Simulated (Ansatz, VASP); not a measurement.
**ZrB2 in VASP and in Ansatz**

Contents of INCAR:

```
SYSTEM = ZrB2
ALGO = Normal
EDIFF = 1E-6
EDIFFG = -0.005
ENCUT = 600
GGA = PS
IBRION = 2
ISIF = 3
ISMEAR = 0
LASPH = .True.
LCHARG = .False.
LREAL = .False.
LWAVE = .False.
NELM = 60
NSW = 100
PREC = Accurate
SIGMA = 0.1
```

File KPOINTS:

```
k-points
0
Gamma
  18 18 12
  0 0 0
```

POSCAR

```
ZrB2
1.0
    3.1700000000      0.0000000000      0.0000000000
   -1.5850000000      2.7453005300      0.0000000000
    0.0000000000      0.0000000000      3.5330000000
Zr B
1 2
Direct
    0.0000000000      0.0000000000      0.0000000000
    0.3333333333      0.6666666667      0.5000000000
    0.6666666667      0.3333333333      0.5000000000
```

Input for Ansatz:

```yaml
crystal:
  lattice:
    - [3.17, 0.0, 0.0]
    - [-1.585, 2.74530053, 0.0]
    - [0.0, 0.0, 3.533]
  atoms:
    - { symbol: Zr, position: [0.0, 0.0, 0.0] }
    - { symbol: B, position: [0.3333333333, 0.6666666667, 0.5] }
    - { symbol: B, position: [0.6666666667, 0.3333333333, 0.5] }
basis:
  ecutwfc: 420
kpoints:
  mp_grid: { grid: [18, 18, 12] }
hamiltonian:
  xc: pbesol
scf:
  occupations: { method: gaussian, width: 0.1 }
output:
  forces: true
  stress: true
  eigenvalues: true
relax:
  adjacent_minimum: "off"
  f_tol: 0.005
  max_steps: 80
  cell: { stress_tol: 0.05 }
```

Alike in both runs: task relaxation of cell and atoms; functional PBEsol; k mesh 18 × 18 × 12; occupations gaussian, width 0.1 eV; no spin polarisation.

```csv
,VASP,Ansatz
version,VASP 6.6.1,Ansatz 0.2.0
potentials or method,"VASP PAW PBE potentials, release 64 (Zr_sv, B), cutoff 600 eV","scalar-relativistic, plane waves, PAW"
valence electrons in the cell,18,18
```

VASP gave:

```
gap on the k mesh at the Fermi level, each at its own relaxed structure (eV) : none
relaxed volume (Å³/atom)                                                     : 10.09
relaxed length of the cell vector where the two differ most in proportion (Å)              : 3.509
```

Task: Which values does Ansatz return?

Result: gap on the k mesh at the Fermi level, each at its own relaxed structure (eV): none; relaxed volume (Å³/atom): 10.08; relaxed length of the cell vector where the two differ most in proportion (Å): 3.507.

VASP's potentials were made for PBE, not for PBEsol. A gap of «none» marks a metal or a gap that the smearing closes.
